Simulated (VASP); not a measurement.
A run of VASP 6.6.1 is set up as follows.

POSCAR

```
GaSiNi
1.0
    3.1558350000      0.0000000000      0.0000000000
    0.0000000000      3.1558350000      0.0000000000
    0.0000000000      0.0000000000      7.9572650000
Ni Ga Si
2 2 2
Direct
    0.7500000000      0.7500000000      0.7306300000
    0.2500000000      0.2500000000      0.2693700000
    0.2500000000      0.2500000000      0.9146000000
    0.7500000000      0.7500000000      0.0854000000
    0.7500000000      0.7500000000      0.4152000000
    0.2500000000      0.2500000000      0.5848000000
```

File INCAR.step1:

```
SYSTEM = GaSiNi
ALGO     = Normal         ! electronic algorithm
EDIFF    = 1E-4           ! SCF threshold, eV
ENCUT    = 520            ! plane-wave cutoff, eV
GGA      = PE             ! functional
ISMEAR   = -1             ! smearing method
LASPH    = .True.         ! aspherical terms in the spheres
LCHARG   = .False.        ! write CHGCAR
LREAL    = .False.        ! projectors in reciprocal space
LWAVE    = .True.         ! write WAVECAR
NBANDS   = 36             ! bands
NELM     = 100            ! most SCF steps
PREC     = Accurate       ! precision mode
SIGMA    = 0.0679         ! smearing width, eV
```

File INCAR.step2:

```
SYSTEM = GaSiNi
ALGO     = Normal         ! electronic algorithm
EDIFF    = 1E-6           ! SCF threshold, eV
ENCUT    = 520            ! plane-wave cutoff, eV
ISIF     = 2              ! what is computed and relaxed
ISMEAR   = -1             ! smearing method
ISTART   = 1            
LASPH    = .True.         ! aspherical terms in the spheres
LCHARG   = .False.        ! write CHGCAR
LMIXTAU  = .True.       
LREAL    = .False.        ! projectors in reciprocal space
LWAVE    = .False.        ! write WAVECAR
METAGGA  = R2SCAN         ! meta-GGA
NBANDS   = 36             ! bands
NELM     = 100            ! most SCF steps
PREC     = Accurate       ! precision mode
SIGMA    = 0.0679         ! smearing width, eV
```

KPOINTS

```
k-points
0
Gamma
  11 11 5
  0 0 0
```

Potentials or basis: VASP PAW PBE potentials, release 64 (Ni, Ga_d, Si).

Launch:

```sh
$ cat potpaw_PBE.64/Ni/POTCAR potpaw_PBE.64/Ga_d/POTCAR potpaw_PBE.64/Si/POTCAR > POTCAR
$ cp INCAR.step1 INCAR
$ mpirun -np 1 vasp_std > vasp.out
$ cp INCAR.step2 INCAR
$ mpirun -np 1 vasp_std > vasp.out
```

(1) What does it give for the largest force?

(2) Predict the pressure.

(3) Estimate the band gap on the k mesh.

Answers

(1) 0.726 eV/Å.

(2) -3.2 GPa.

(3) zero (band 27 reaches 11.06 eV, above the bottom of band 28 at 8.28 eV).

Caveat: the PAW data sets were made with another functional, which shifts forces and pressure a little.
